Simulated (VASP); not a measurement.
# Be3CdS2 (R-3m) in VASP: further runs

Be3CdS2 is run at these levels: PBE; tasks: single point, relaxation of cell and atoms.

Everything below comes from runs of VASP 6.6.1. Logs are shortened: lines on timing, memory, paths and dates and some standing lists are left out, and cuts for length are marked.

## Step 1: The cell of the first run

The structure is trigonal, space group R-3m (No. 166). Conventional cell: a = 5.176 Å, b = 5.176 Å, c = 11.879 Å, α = 90.00°, β = 90.00°, γ = 120.00°. Be (site symmetry 2/m) has 2 Cd at 2.48 Å and 4 Be at 2.59 Å and 6 S at 2.87 to 3.00 Å within 3.3 Å. Cd (site symmetry -3m) has 6 Be at 2.48 Å and 6 S at 3.02 Å within 3.3 Å. S (site symmetry 3m) has 9 Be at 2.87 to 3.00 Å and 4 S at 3.02 to 3.13 Å and 3 Cd at 3.02 Å within 3.8 Å.

The cell was generated, and may not be a known phase.

## Step 2: Single point, PBE

INCAR

```
SYSTEM = Be3CdS2
PREC = Accurate
ENCUT = 600
EDIFF = 1E-6
ISMEAR = 0
SIGMA = 0.1
LREAL = .FALSE.
LASPH = .TRUE.
NELM = 120
ALGO = Normal
ISIF = 2
LWAVE = .FALSE.
LCHARG = .FALSE.
GGA = PE
NBANDS = 24
GGA_COMPAT = .FALSE.
```

KPOINTS

```
Automatic mesh
0
G
  6 6 6
  0 0 0
```

POSCAR

```
Be3CdS2
1.0
    2.5878858500      1.4941165900      3.9595970100
   -2.5878858500      1.4941165900      3.9595970100
    0.0000000000     -2.9882331800      3.9595970100
Be Cd S
3 1 2
Direct
    0.0000000000      0.5000000000      0.0000000000
    0.5000000000      0.0000000000      0.0000000000
    0.0000000000      0.0000000000      0.5000000000
    0.0000000000      0.0000000000      0.0000000000
    0.6272294500      0.6272294500      0.6272294500
    0.3727705500      0.3727705500      0.3727705500
```

Potentials or basis: VASP PAW PBE potentials, release 64 (Be, Cd, S).

The run is started by

```bash
cat potpaw_PBE.64/Be/POTCAR potpaw_PBE.64/Cd/POTCAR potpaw_PBE.64/S/POTCAR > POTCAR
mpirun -np 1 vasp_std > vasp.out
```

OUTCAR:

```text
SYSTEM = Be3CdS2
   PREC = Accurate
   ENCUT = 600
   EDIFF = 1E-6
   ISMEAR = 0
   LREAL = .FALSE.
   LASPH = .TRUE.
   NELM = 120
   ISIF = 2
   GGA = PE

 ion  position               nearest neighbor table
   1  0.000  0.500  0.000-   4 2.48   4 2.48
   2  0.500  0.000  0.000-   4 2.48   4 2.48
   3  0.000  0.000  0.500-   4 2.48   4 2.48
   4  0.000  0.000  0.000-   3 2.48   3 2.48   1 2.48   2 2.48   1 2.48   2 2.48   5 3.02   6 3.02
                             5 3.02   6 3.02   5 3.02   6 3.02
   5  0.627  0.627  0.627-   4 3.02   4 3.02   4 3.02
   6  0.373  0.373  0.373-   4 3.02   4 3.02   4 3.02

  LATTYP: Found a trigonal (rhomboedric) cell.
 ALAT       =     4.9606396804
 COS(alpha) =     0.4556918191

  Lattice vectors:

 A1 = (   2.5878858500,   1.4941165900,   3.9595970100)
 A2 = (  -2.5878858500,   1.4941165900,   3.9595970100)
 A3 = (   0.0000000000,  -2.9882331800,   3.9595970100)

Analysis of symmetry for initial positions (statically):
=====================================================================
 Subroutine PRICEL returns:
 Original cell was already a primitive cell.

 Routine SETGRP: Setting up the symmetry group for a
 trigonal (rhombohedral) supercell.

 Subroutine GETGRP returns: Found 12 space group operations
 (whereof 12 operations were pure point group operations)
 out of a pool of 12 trial point group operations.

The static configuration has the point symmetry D_3d.

Analysis of symmetry for dynamics (positions and initial velocities):
=====================================================================
 Subroutine PRICEL returns:
 Original cell was already a primitive cell.

 Routine SETGRP: Setting up the symmetry group for a
 trigonal (rhombohedral) supercell.

 Subroutine GETGRP returns: Found 12 space group operations
 (whereof 12 operations were pure point group operations)
 out of a pool of 12 trial point group operations.

The dynamic configuration has the point symmetry D_3d.

 Subroutine INISYM returns: Found 12 space group operations
 (whereof 12 operations are pure point group operations),
 and found     1 'primitive' translations

----------------------------------------------------------------------------------------

                                     Primitive cell

  volume of cell :      91.8611

  direct lattice vectors                    reciprocal lattice vectors
     2.587885850  1.494116590  3.959597010     0.193207904  0.111548635  0.084183651
    -2.587885850  1.494116590  3.959597010    -0.193207904  0.111548635  0.084183651
     0.000000000 -2.988233180  3.959597010     0.000000000 -0.223097271  0.084183651

  length of vectors
     4.960639680  4.960639680  4.960639678     0.238451838  0.238451838  0.238451839

  position of ions in fractional coordinates (direct lattice)
     0.000000000  0.500000000  0.000000000
     0.500000000  0.000000000  0.000000000
     0.000000000  0.000000000  0.500000000
     0.000000000  0.000000000  0.000000000
     0.627229450  0.627229450  0.627229450
     0.372770550  0.372770550  0.372770550

  ion indices of the primitive-cell ions
   primitive index   ion index
                 1           1
                 2           2
                 3           3
                 4           4
                 5           5
                 6           6

----------------------------------------------------------------------------------------

 KPOINTS: Automatic mesh

Automatic generation of k-mesh.
 Grid dimensions read from file:
 generate k-points for:    6    6    6

 Generating k-lattice:

  Cartesian coordinates                     Fractional coordinates (reciprocal lattice)
     0.032201317  0.018591439  0.014030609     0.166666667  0.000000000  0.000000000
    -0.032201317  0.018591439  0.014030609     0.000000000  0.166666667  0.000000000
     0.000000000 -0.037182878  0.014030609     0.000000000  0.000000000  0.166666667

  Length of vectors
     0.039741973  0.039741973  0.039741973

  Shift w.r.t. Gamma in fractional coordinates (k-lattice)
     0.000000000  0.000000000  0.000000000

 Subroutine IBZKPT returns following result:
 ===========================================

 Found     32 irreducible k-points:

 Following reciprocal coordinates:
            Coordinates               Weight
  0.000000  0.000000  0.000000      1.000000
  0.166667  0.000000  0.000000      6.000000
  0.333333  0.000000  0.000000      6.000000
  0.500000  0.000000 -0.000000      3.000000
  0.166667  0.166667  0.000000      6.000000
  0.333333  0.166667 -0.000000     12.000000
[... 16 lines left out ...]
  0.500000  0.500000  0.166667      6.000000
 -0.333333  0.500000  0.166667     12.000000
 [... further k-points ...]
   k-points           NKPTS =     32   k-points in BZ     NKDIM =     32   number of bands    NBANDS=     24
   number of dos      NEDOS =    301   number of ions     NIONS =      6
   total plane-waves  NPLWV =  64000
   dimension x,y,z NGX =    40 NGY =   40 NGZ =   40
   dimension x,y,z NGXF=    80 NGYF=   80 NGZF=   80
   ions per type =               3   1   2
   NGX,Y,Z   is equivalent  to a cutoff of  13.41, 13.41, 13.41 a.u.
   NGXF,Y,Z  is equivalent  to a cutoff of  26.81, 26.81, 26.81 a.u.
 SYSTEM =  Be3CdS2
   PREC   = accura    normal or accurate (medium, high low for compatibility)
   ISTART =      0    job   : 0-new  1-cont  2-samecut
   ICHARG =      2    charge: 1-file 2-atom 10-const
   ISPIN  =      1    spin polarized calculation?
   LNONCOLLINEAR =      F non collinear calculations
   LSORBIT =      F    spin-orbit coupling
   LASPH  =      T    aspherical Exc in radial PAW
   ENCUT  =  600.0 eV  44.10 Ry    6.64 a.u.   9.91  9.91  9.91*2*pi/ulx,y,z
   NELM   =    120;   NELMIN=  2; NELMDL= -5     # of ELM steps
   EDIFF  = 0.1E-05   stopping-criterion for ELM
   LREAL  =      F    real-space projection
   EDIFFG = 0.1E-04   stopping-criterion for IOM
   NSW    =      0    number of steps for IOM
   IBRION =     -1    ionic relax: 0-MD 1-quasi-New 2-CG
   NFREE  =      0    steps in history (QN), initial steepest desc. (CG)
   ISIF   =      2    stress and relaxation
   ISYM   =      2    0-nonsym 1-usesym 2-fastsym
   POTIM  = 0.5000    time-step for ionic-motion
   TEBEG  =    0.0;   TEEND  =   0.0 temperature during run
   PSTRESS=    0.0 pullay stress
   NELECT =      30.0000    total number of electrons
   NUPDOWN=      -1.0000    fix difference up-down
   EMIN   =  10.00;   EMAX   =-10.00  energy-range for DOS
   EFERMI =   0.00;   METHOD = LEGACY
   ISMEAR =     0;   SIGMA  =   0.10  broadening in eV -4-tet -1-fermi 0-gaus
   EFERMI_NEDOS =   21; number of points for ismear=-14 and -15
   IALGO  =     38    algorithm
   IMIX   =      4    mixing-type and parameters
     AMIX     =   0.40;   BMIX     =  1.00
     AMIX_MAG =   1.60;   BMIX_MAG =  1.00
  volume/ion in A,a.u.               =      15.31       103.32
  Fermi-wavevector in a.u.,A,eV,Ry     =   1.127383  2.130444 17.292888  1.270991
  Thomas-Fermi vector in A             =   2.264068
   LORBIT       =      0    0 simple, 1 ext, 2 COOP (PROOUT), +10 PAW based schemes
   GGA     = PE    functional components
   LHFCALC =     F    Hartree Fock is set to
   AEXX    =    0.0000 exact exchange contribution
   IVDW    =     0    specifies the selected vdW correction
   LEPSILON=     F    determine dielectric tensor
   LRPA    =     F    only Hartree local field effects (RPA)
 non-spin polarized calculation
 Gauss-broadening in eV      SIGMA  =   0.10
  energy-cutoff  :      600.00
  volume of cell :       91.86
 maximum number of plane-waves:      3094
   NGX = 19   NGY = 19   NGZ = 19

 number of electron      30.0000000 magnetization

 Free energy of the ion-electron system (eV)
  ---------------------------------------------------
  ext. energy  EPLUGINS =         0.00000000
  ---------------------------------------------------
  free energy    TOTEN  =       -16.30000529 eV

  energy without entropy =      -16.29726545  energy(sigma->0) =      -16.29863537

 E-fermi :   5.0117     XC(G=0): -10.2061

 val. band max:        4.9583826972   @ k =   0.3333   0.3333   0.3333
 cond. band min:       5.0646881623   @ k =  -0.3333   0.3333   0.3333
 fundamental gap:      0.1063054651
 Fermi energy:         5.0116750876

 k-point     1 :       0.0000    0.0000    0.0000
  band No.  band energies     occupation
      1      -8.9613      2.00000
      2      -6.2520      2.00000
      3      -4.5471      2.00000
      4      -4.5221      2.00000
      5      -4.5221      2.00000
      6      -4.3035      2.00000
[... 16 lines left out ...]
     23       9.2413      0.00000
     24      13.4348      0.00000

 k-point     2 :       0.1667    0.0000    0.0000
  band No.  band energies     occupation
      1      -8.8322      2.00000
      2      -6.4555      2.00000
      3      -4.5529      2.00000
      4      -4.5259      2.00000
      5      -4.5232      2.00000
      6      -4.2908      2.00000
[... 16 lines left out ...]
     23       9.0335      0.00000
     24      12.7092      0.00000

 k-point     3 :       0.3333    0.0000    0.0000
  band No.  band energies     occupation
      1      -8.5023      2.00000
      2      -6.8828      2.00000
      3      -4.5853      2.00000
      4      -4.5372      2.00000
      5      -4.5088      2.00000
      6      -4.2600      2.00000
[... 16 lines left out ...]
     23      10.1668      0.00000
     24      11.8075      0.00000
[... 514 lines left out ...]
 k-point    23 :       0.5000    0.5000    0.1667
  band No.  band energies     occupation
      1      -7.9718      2.00000
      2      -7.3854      2.00000
      3      -4.6225      2.00000
      4      -4.5180      2.00000
      5      -4.4946      2.00000
      6      -4.2718      2.00000
[... 16 lines left out ...]
     23      10.6721      0.00000
     24      11.6241      0.00000

 k-point    24 :      -0.3333    0.5000    0.1667
  band No.  band energies     occupation
      1      -7.7413      2.00000
      2      -7.6175      2.00000
      3      -4.6130      2.00000
      4      -4.5359      2.00000
      5      -4.5008      2.00000
      6      -4.2203      2.00000
[... 16 lines left out ...]
     23       9.9197      0.00000
     24      11.4414      0.00000

 [... further k-points ...]

------------------------ aborting loop because EDIFF is reached ----------------------------------------

  FORCE on cell =-STRESS in cart. coord.  units (eV):
  Direction    XX          YY          ZZ          XY          YZ          ZX
  --------------------------------------------------------------------------------------
  -------------------------------------------------------------------------------------
  Total       -2.7605524     -2.7605524     -1.2204755      0.0000000     -0.0000000      0.0000000
  in kB      -48.1476109    -48.1476107    -21.2866747      0.0000000     -0.0000000      0.0000000
  external PRESSURE =     -39.1939654 kB  Pullay stress =       0.0000000 kB

 VOLUME and BASIS-vectors are now :
 -----------------------------------------------------------------------------
  energy-cutoff  :      600.00
  volume of cell :       91.86
      direct lattice vectors                 reciprocal lattice vectors
     2.587885850  1.494116590  3.959597010     0.193207904  0.111548635  0.084183651
    -2.587885850  1.494116590  3.959597010    -0.193207904  0.111548635  0.084183651
     0.000000000 -2.988233180  3.959597010     0.000000000 -0.223097271  0.084183651

 POSITION                                       TOTAL-FORCE (eV/Angst)
 -----------------------------------------------------------------------------------
     -1.29394      0.74706      1.97980         0.000000     -0.000000      0.000000
      1.29394      0.74706      1.97980        -0.000000     -0.000000      0.000000
      0.00000     -1.49412      1.97980         0.000000     -0.000000      0.000000
      0.00000      0.00000      0.00000         0.000000      0.000000      0.000000
      0.00000      0.00000      7.45073         0.000000     -0.000000      0.163573
      0.00000      0.00000      4.42806         0.000000     -0.000000     -0.163573
 -----------------------------------------------------------------------------------
    total drift:                                0.000000      0.000000     -0.000000

  FREE ENERGIE OF THE ION-ELECTRON SYSTEM (eV)
  ---------------------------------------------------
  free  energy   TOTEN  =       -16.3000052885 eV

  energy  without entropy=      -16.2972654539  energy(sigma->0) =      -16.29863537
```

Run time: 45 s. Hardware: 1 thread of Intel Xeon 6975P-C (Granite Rapids), shared host; peak memory 0.28 GiB.

What came out:

| Item | Value |
| --- | --- |
| Free energy | -16.3000 eV |
| Pressure | -3.9 GPa |
| Largest force | 0.164 eV/Å |
| Band gap on the k mesh | zero (bands 15 and 16 overlap by 0.14 eV) |

Forces on the atoms (eV/Å):
```
Be   0.000  0.000  0.000
Be   0.000  0.000  0.000
Be   0.000  0.000  0.000
Cd   0.000  0.000  0.000
S    0.000  0.000  0.164
S    0.000  0.000 -0.164
```

Levels at points of the mesh, in eV from the Fermi level:
```tsv
k point	band 12	band 13	band 14	band 15	band 16	band 17	band 18	band 19
(0.00, 0.00, 0.00)	-3.39	-3.33	-3.33	-2.82	0.65	0.65	1.74	1.74
(0.50, 0.00, 0.00)	-2.68	-2.38	-2.06	-0.81	1.02	1.25	1.73	1.84
(0.50, 0.50, 0.00)	-1.47	-1.25	-0.69	-0.50	1.93	2.05	2.35	2.52
(0.50, 0.50, 0.50)	-2.91	-2.91	-1.96	-0.88	1.11	1.11	2.06	2.26
```

Caveat: the cell stands under tension; semilocal functionals underestimate gaps, and a narrow one can read as zero.

## Step 3: Single point, PBE

This run uses another cell than the first one, of 15.22 Å³/atom.

INCAR

```
PREC = Accurate ; ENCUT = 600
EDIFF = 1E-6 ; ISMEAR = 0
SIGMA = 0.1 ; LREAL = False
LASPH = True ; NELM = 120
ALGO = Normal ; ISIF = 2
LWAVE = False ; LCHARG = False
GGA = PE ; NBANDS = 24
GGA_COMPAT = False
```

KPOINTS

```
Automatic mesh
0
Gamma
  6 6 6
```

POSCAR

```
Be3CdS2
1.0
    2.0378116729      1.1765311179      6.3465804881
   -2.0378116729      1.1765311179      6.3465804881
    0.0000000000     -2.3530622358      6.3465804881
Be Cd S
3 1 2
Direct
    0.0000000000      0.5000000000      0.0000000000
    0.5000000000      0.0000000000      0.0000000000
    0.0000000000      0.0000000000      0.5000000000
    0.0000000000      0.0000000000      0.0000000000
    0.5841938002      0.5841938002      0.5841938002
    0.4158061998      0.4158061998      0.4158061998
```

Potentials or basis: VASP PAW PBE potentials, release 64 (Be, Cd, S).

The run is started by

```bash
cat potpaw_PBE.64/Be/POTCAR potpaw_PBE.64/Cd/POTCAR potpaw_PBE.64/S/POTCAR > POTCAR
mpirun -np 1 vasp_std > vasp.out
```

Run time: 2 min. Hardware: 1 thread of Intel Xeon 6975P-C (Granite Rapids), shared host; peak memory 0.43 GiB.

Results (log left out):

```yaml
Free_energy: -19.7734 eV
Pressure: 0.2 GPa
Largest_force: 0.018 eV/Å
Band_gap_on_the_k_mesh: zero (bands 15 and 16 overlap by 0.17 eV)
```

Forces in eV/Å, atoms in the order of the input:
```
Be   0.000  0.000  0.000
Be   0.000  0.000  0.000
Be   0.000  0.000  0.000
Cd   0.000  0.000  0.000
S    0.000  0.000 -0.018
S    0.000  0.000  0.018
```

Stress tensor (GPa, compression positive):
```
0.11 0.00 0.00
0.00 0.11 0.00
0.00 0.00 0.52
```

Levels at points of the mesh, in eV from the Fermi level:
```csv
k point,band 13,band 14,band 15,band 16,band 17,band 18
"(0.00, 0.00, 0.00)",-2.00,-2.00,-1.93,1.04,2.72,2.72
"(0.50, 0.00, 0.00)",-2.88,-2.77,-1.22,1.59,2.73,3.56
"(0.50, 0.50, 0.00)",-2.67,-2.36,-0.49,0.97,1.74,2.11
"(0.50, 0.50, 0.50)",-2.31,-1.91,-0.96,-0.22,3.02,3.02
```

Caveat: semilocal functionals underestimate gaps, and a narrow one can read as zero.

## Step 4: Relaxation of cell and atoms, PBE

INCAR

```
SYSTEM = Be3CdS2
ALGO     = Normal         ! electronic algorithm
EDIFF    = 1E-7           ! SCF threshold, eV
EDIFFG   = -0.04          ! ionic threshold
ENCUT    = 600            ! plane-wave cutoff, eV
GGA      = PE             ! functional
GGA_COMPAT= .FALSE.      
IBRION   = 2              ! ionic algorithm
ISIF     = 3              ! what is computed and relaxed
ISMEAR   = 0              ! smearing method
LASPH    = .TRUE.         ! aspherical terms in the spheres
LCHARG   = .FALSE.        ! write CHGCAR
LREAL    = .FALSE.        ! projectors in reciprocal space
LWAVE    = .FALSE.        ! write WAVECAR
NELM     = 120            ! most SCF steps
NELMIN   = 4            
NSW      = 90             ! ionic steps
PREC     = Accurate       ! precision mode
SIGMA    = 0.1            ! smearing width, eV
```

KPOINTS

```
k-points
0
G
  6 6 6
  0 0 0
```

POSCAR

```
Be3CdS2
1.0
    2.5878858500      1.4941165900      3.9595970100
   -2.5878858500      1.4941165900      3.9595970100
    0.0000000000     -2.9882331800      3.9595970100
Be Cd S
3 1 2
Direct
    0.0000000000      0.5000000000      0.0000000000
    0.5000000000      0.0000000000      0.0000000000
    0.0000000000      0.0000000000      0.5000000000
    0.0000000000      0.0000000000      0.0000000000
    0.6272294500      0.6272294500      0.6272294500
    0.3727705500      0.3727705500      0.3727705500
```

The run is started by

```bash
cat potpaw_PBE.64/Be/POTCAR potpaw_PBE.64/Cd/POTCAR potpaw_PBE.64/S/POTCAR > POTCAR
mpirun -np 1 vasp_std > vasp.out
```

It took 16 min on 1 thread of Intel Xeon 6975P-C (Granite Rapids), shared host; peak memory 0.29 GiB.

The run converged. Its results:

```
Free energy                           : -19.7294 eV
Relaxed volume                        : 15.13 Å³/atom
Relaxed cell                          : a = 6.742 Å, b = 6.742 Å, c = 6.742 Å, α = 35.15°, β = 35.15°, γ = 35.15°
Space group after relaxing (to 0.1 Å) : R-3m (No. 166)
Energy gained by relaxing             : 571.6 meV/atom
Ionic steps                           : 32
Pressure after relaxing               : 0.3 GPa
Band gap on the k mesh                : zero (bands 15 and 16 overlap by 0.18 eV)
```

Forces on the atoms (eV/Å):
```
Be   0.000  0.000  0.000
Be   0.000  0.000  0.000
Be   0.000  0.000  0.000
Cd   0.000  0.000  0.000
S    0.000  0.000 -0.003
S    0.000  0.000  0.003
```

Stress tensor (GPa, compression positive):
```
 0.42  0.00  0.00
 0.00  0.42  0.00
 0.00  0.00 -0.06
```

The path:
```tsv
step	energy change (eV)	largest force (eV/Å)	pressure (GPa)	volume (Å³)
1	0.0000	0.1634	-3.92	91.86
2	-0.0739	0.0232	0.15	86.97
3	-0.0741	0.0320	0.35	86.76
4	-0.0840	0.1441	0.25	86.80
5	-0.1141	0.4758	0.09	86.89
6	-0.2116	0.9935	0.24	86.86
7	-0.5582	1.9344	2.18	86.03
8	-0.2586	4.2765	16.45	81.64
9	-0.7430	2.7796	5.83	84.69
10	-0.7239	3.1130	7.83	84.05
11	-0.7333	3.0352	7.34	84.20
12	-0.7340	3.0399	7.35	84.21
13	-0.7359	3.0547	7.40	84.23
14	-0.7394	3.0842	7.48	84.27
15	-0.7449	3.1434	7.67	84.35
16	-0.7501	3.2616	8.10	84.50
17	-0.7581	3.2587	8.04	84.55
18	-0.7822	3.2499	7.85	84.71
19	-0.8300	3.2321	7.48	85.04
20	-0.9237	3.1937	6.76	85.68
21	-1.1037	3.1082	5.38	86.97
22	-1.4343	2.9061	2.86	89.56
23	-1.9766	2.4229	-1.34	94.70
24	-2.5231	1.3896	-7.35	104.93
25	-2.7998	1.2233	-6.52	102.72
26	-3.1353	0.8555	-4.53	98.41
27	-2.8460	0.3463	1.77	89.51
28	-3.1992	0.5917	-3.10	95.86
29	-3.3681	0.3610	-1.05	92.73
30	-3.4217	0.1006	0.85	90.14
31	-3.4226	0.0563	1.14	89.76
32	-3.4294	0.0027	0.26	90.75
```

Final structure:
```xyz
6
Lattice="2.0361 1.1756 6.3191 -2.0361 1.1756 6.3191 0.0000 -2.3511 6.3191" Properties=species:S:1:pos:R:3 pbc="T T T"
Be   -1.0181    0.5878    3.1596
Be    1.0181    0.5878    3.1596
Be    0.0000   -1.1756    3.1596
Cd    0.0000    0.0000    0.0000
S     0.0000    0.0000   11.0776
S     0.0000    0.0000    7.8798
```

Levels at points of the mesh, in eV from the Fermi level:
```tsv
k point	band 13	band 14	band 15	band 16	band 17	band 18
(0.00, 0.00, 0.00)	-2.02	-2.02	-1.95	1.03	2.71	2.71
(0.50, 0.00, 0.00)	-2.91	-2.78	-1.22	1.58	2.75	3.57
(0.50, 0.50, 0.00)	-2.70	-2.38	-0.49	0.99	1.71	2.10
(0.50, 0.50, 0.50)	-2.34	-1.93	-0.98	-0.22	3.02	3.02
```

Caveat: semilocal functionals underestimate gaps, and a narrow one can read as zero; a cell axis changed by over 15 % at a fixed basis, so the end point is rough.

(Continued in part 2 of 2.)

The gap in the log of VASP goes by the Fermi energy; the results here count the filled bands.